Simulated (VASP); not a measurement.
# Nb2B3C: relaxation of cell and atoms with PBE

The system is Nb2B3C.

```xyz
6
Lattice="2.8368 0.0000 0.0000 0.0000 2.8368 0.0000 0.0000 0.0000 10.5562" Properties=species:S:1:pos:R:3 pbc="T T T"
Nb    1.4184    1.4184    9.1643
Nb    1.4184    1.4184    1.3919
B     0.0000    0.0000    7.0174
B     0.0000    0.0000    3.5388
B     1.4184    1.4184    5.2781
C     0.0000    0.0000    0.0000
```

The cell was built from a structure type or drawn by symmetry, and may not be a known phase.

| Item | Value |
| --- | --- |
| Program | VASP 6.6.1 |
| Task | relaxation of cell and atoms |
| Functional | PBE |
| Potentials or basis | VASP PAW PBE potentials, release 64 (Nb_sv, B, C) |
| Cutoff | 600 eV |
| k mesh | 6 × 6 × 2 |
| Occupations | gaussian, width 0.1 eV |
| Spin | no spin polarisation |
| Dipole correction | no |
| Further INCAR settings | ALGO = Normal; EDIFF = 1e-07; IBRION = 2; EDIFFG = -0.04; NSW = 90; ISIF = 3 |

```json
{
 "Relaxed volume": "9.67 Å³/atom",
 "Relaxed cell": "a = 2.759 Å, b = 2.759 Å, c = 7.622 Å, α = 90.00°, β = 90.00°, γ = 90.00°",
 "Space group after relaxing (to 0.1 Å)": "P4/mmm (No. 123)",
 "Pressure after relaxing": "0.0 GPa",
 "Largest force after relaxing": "0.022 eV/Å",
 "Band gap on the k mesh": "zero (an odd number of electrons rules out a gap without spin polarisation)"
}
```

Forces on the atoms (eV/Å):
```
Nb   0.000  0.000 -0.014
Nb   0.000  0.000  0.014
B    0.000  0.000  0.022
B    0.000  0.000 -0.022
B    0.000  0.000  0.000
C    0.000  0.000  0.000
```

Stress tensor (GPa, compression positive):
```
 0.02  0.00  0.00
 0.00  0.02  0.00
 0.00  0.00 -0.09
```

Final structure:
```
CELL_PARAMETERS angstrom
2.75949 0.00000 0.00000
0.00000 2.75949 0.00000
0.00000 0.00000 7.62198
ATOMIC_POSITIONS crystal
Nb 0.50000 0.50000 0.81422
Nb 0.50000 0.50000 0.18578
B 0.00000 0.00000 0.60902
B 0.00000 0.00000 0.39098
B 0.50000 0.50000 0.50000
C 0.00000 0.00000 0.00000
```

Levels at points of the mesh, in eV from the Fermi level:
| k point | band 15 | band 16 | band 17 | band 18 | band 19 | band 20 | band 21 | band 22 | band 23 |
| --- | --- | --- | --- | --- | --- | --- | --- | --- | --- |
| (0.00, 0.00, 0.00) | -2.26 | -1.66 | -1.66 | -1.06 | 0.09 | 0.09 | 1.91 | 2.28 | 2.28 |
| (0.50, 0.00, 0.00) | -2.90 | -2.32 | -1.55 | -1.45 | -0.82 | 1.27 | 1.99 | 2.70 | 3.85 |
| (0.50, 0.50, 0.00) | -4.61 | -4.46 | -2.33 | -2.33 | -2.07 | -0.61 | 0.41 | 1.57 | 3.83 |
| (0.00, 0.00, 0.50) | -2.29 | -1.26 | -1.26 | -0.75 | -0.75 | -0.75 | 2.10 | 3.85 | 3.85 |
| (0.50, 0.00, 0.50) | -2.89 | -2.29 | -1.82 | -1.36 | -0.73 | 0.79 | 2.50 | 2.76 | 4.09 |
| (0.50, 0.50, 0.50) | -5.39 | -4.16 | -3.06 | -1.86 | -0.77 | -0.77 | 1.26 | 1.26 | 1.52 |

It took 14 min on 1 thread of AMD EPYC 7R13 Processor (Zen 3), with other jobs on the host, peak memory 0.23 GiB.

Caveat: the k points lie up to 0.41 Å⁻¹ apart in the final cell, too coarse for converged energies and pressures of a metal; the volume moved by over 15 % at a fixed basis, so the end points are rough.
